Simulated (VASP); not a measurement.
Runs of VASP 6.6.1 on SrTiO3. It takes space group Pm-3m (No. 221, cubic). The conventional cell has a = 3.913 Å, b = 3.913 Å, c = 3.913 Å, α = 90.00°, β = 90.00°, γ = 90.00°. Sr (site symmetry m-3m) has 12 O at 2.77 Å and 8 Ti at 3.39 Å within 3.6 Å. Ti (site symmetry m-3m) has 6 O at 1.96 Å within 2.6 Å. O (site symmetry 4/mmm) has 2 Ti at 1.96 Å within 2.6 Å. 

```csv
level,potentials or basis,spin,U,k mesh,cutoff (eV),smearing,LDAUTYPE,hund's J,gap on the mesh (eV),pressure (GPa)
PBE,"VASP PAW PBE potentials, release 64 (Sr_sv, Ti_sv, O)","collinear, ferromagnetic start",-,4 × 4 × 4,520,gaussian 0.1 eV,-,-,1.83,3.9
PBE,"VASP PAW PBE potentials, release 64 (Sr_sv, Ti_sv, O)",off,-,2 × 2 × 2,600,gaussian 0.12 eV,-,-,(b),6.0
PBE+U,"VASP PAW PBE potentials, release 64 (Sr_sv, Ti_sv, O)",off,"Ti d U = 6.0 eV, J = 0.82 eV",2 × 2 × 2,600,gaussian 0.1 eV,1,0.82,2.16,10.8
PBE+D3(BJ),"VASP PAW PBE potentials, release 64 (Sr_sv, Ti_sv, O)",off,-,4 × 4 × 4,600,gaussian 0.1 eV,-,-,1.83,0.1
LDA,"VASP PAW LDA potentials, release 64 (Sr_sv, Ti_sv, O)",off,-,4 × 4 × 4,600,gaussian 0.1 eV,-,-,(c),(a)
```

Alike in all rows: task single point; cell as given.

Estimate the missing entries.

(a) -7.5; (b) 1.46; (c) 1.72.

Caveats: some runs use coarse meshes; three body term missing (some runs).

A k mesh can miss the band edges, and the runs leave out spin-orbit coupling on Sr.
